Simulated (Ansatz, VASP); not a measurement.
# BeS in VASP and in Ansatz

The input INCAR:

```
PREC     = Accurate       # precision mode
ENCUT    = 520            # plane-wave cutoff, eV
EDIFF    = 1E-7           # SCF threshold, eV
ISMEAR   = -1             # smearing method
SIGMA    = 0.08           # smearing width, eV
LREAL    = False          # projectors in reciprocal space
LASPH    = True           # aspherical terms in the spheres
NELM     = 80             # most SCF steps
ALGO     = Normal         # electronic algorithm
ISIF     = 2              # what is computed and relaxed
LWAVE    = False          # write WAVECAR
LCHARG   = False          # write CHGCAR
GGA      = CA             # functional
NBANDS   = 11             # bands
```

KPOINTS

```
Automatic mesh
0
Gamma
  13 13 13
```

POSCAR

```
BeS
1.0
    0.0000000000      2.3144614809      2.3144614809
    2.3144614809      0.0000000000      2.3144614809
    2.3144614809      2.3144614809      0.0000000000
Be S
1 1
Direct
    0.0000000000      0.0000000000      0.0000000000
    0.5000000000      0.5000000000      0.5000000000
```

Input for Ansatz:

```yaml
crystal:
  lattice:
    - [0.0, 2.3144614809, 2.3144614809]
    - [2.3144614809, 0.0, 2.3144614809]
    - [2.3144614809, 2.3144614809, 0.0]
  atoms:
    - { symbol: Be, position: [0.0, 0.0, 0.0] }
    - { symbol: S, position: [0.5, 0.5, 0.5] }
kpoints:
  mp_grid: { grid: [13, 13, 13] }
  band_path:
    path:
      - [0.0, 0.0, 0.0]
      - [0.5, 0.0, 0.5]
      - [0.625, 0.25, 0.625]
      - [0.375, 0.375, 0.75]
      - [0.0, 0.0, 0.0]
      - [0.5, 0.5, 0.5]
      - [0.5, 0.25, 0.75]
      - [0.5, 0.0, 0.5]
    npoints: 5
scf:
  occupations: { method: fermi_dirac, width: 0.08 }
hamiltonian:
  xc: lda
  pseudopotentials: { kind: all_electron, lapw: { basis_error: 0.001 } }
output:
  forces: true
  stress: true
  eigenvalues: true
```

Alike in both runs: task single point; functional LDA; k mesh 13 × 13 × 13; occupations fermi-dirac, width 0.08 eV; no spin polarisation.

```csv
,VASP,Ansatz
version,VASP 6.6.1,Ansatz 0.2.0
potentials or method,"VASP PAW LDA potentials, release 64 (Be, S), cutoff 520 eV","all-electron LAPW, scalar-relativistic"
```

|  | VASP | Ansatz | Ansatz less VASP |
| --- | --- | --- | --- |
| pressure (GPa) | -5.1 | -5.2 | -0.05 |

LDA's correlation is that of Perdew and Zunger in VASP and of Perdew and Wang (1992) in Ansatz. Ansatz ran all-electron here, and VASP with PAW potentials.
